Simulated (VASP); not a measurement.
Write the native input for VASP 6.6.1 that does the following.

* Task: relaxation of the atoms
* Functional: PBEsol
* Potentials or basis: VASP PAW PBE potentials, release 64 (Al, Cu)
* Cutoff: 520 eV
* k mesh: 18 × 18 × 8
* Occupations: gaussian, width 0.1 eV
* Spin: no spin polarisation
* Dipole correction: no
* Further INCAR settings: ALGO = Fast; EDIFF = 1e-06; IBRION = 2; EDIFFG = -0.008; NSW = 60

The structure of Al3Cu lies in POSCAR:

```
Al3Cu
1.0
    2.7796830103      0.0000000000      0.0000000000
    0.0000000000      2.7796830103      0.0000000000
    0.0000000000      0.0000000000      7.6789866823
Al Cu
3 1
Direct
    0.0000000000      0.0000000000      0.5000000000
    0.5000000000      0.5000000000      0.2206884218
    0.5000000000      0.5000000000      0.7793115782
    0.0000000000      0.0000000000      0.0000000000
```

This cell differs from its parent crystal: strain along c alone, the other axes held: +1.0 %.

The input as run:

INCAR

```
SYSTEM = Al3Cu
ALGO     = Fast           ! electronic algorithm
EDIFF    = 1E-6           ! SCF threshold, eV
EDIFFG   = -0.008         ! ionic threshold
ENCUT    = 520            ! plane-wave cutoff, eV
GGA      = PS             ! functional
IBRION   = 2              ! ionic algorithm
ISIF     = 2              ! what is computed and relaxed
ISMEAR   = 0              ! smearing method
KPAR     = 4            
LASPH    = .True.         ! aspherical terms in the spheres
LCHARG   = .False.        ! write CHGCAR
LREAL    = .False.        ! projectors in reciprocal space
LWAVE    = .False.        ! write WAVECAR
NELM     = 100            ! most SCF steps
NSW      = 60             ! ionic steps
PREC     = Accurate       ! precision mode
SIGMA    = 0.1            ! smearing width, eV
```

KPOINTS

```
k-points
0
Gamma
  18 18 8
  0 0 0
```

Potentials or basis: VASP PAW PBE potentials, release 64 (Al, Cu).

The run is started by

```sh
$ cat potpaw_PBE.64/Al/POTCAR potpaw_PBE.64/Cu/POTCAR > POTCAR
$ mpirun -np 4 vasp_std > vasp.out
```

It gave:

```yaml
Energy_gained_by_relaxing: 0.1 meV/atom
Ionic_steps: 3
Pressure_after_relaxing: -0.9 GPa
Band_gap_on_the_k_mesh: zero (bands 10 and 11 overlap by 5.81 eV)
```

Caveat: the cell differs from its parent crystal (strain along c alone, the other axes held: +1.0 %); the PAW data sets were made with another functional, which shifts forces and pressure a little.

It took 4.7 min on 4 MPI ranks on Oxide Virtual Turin-like Processor, on a shared host, peak memory 0.35 GiB a rank.
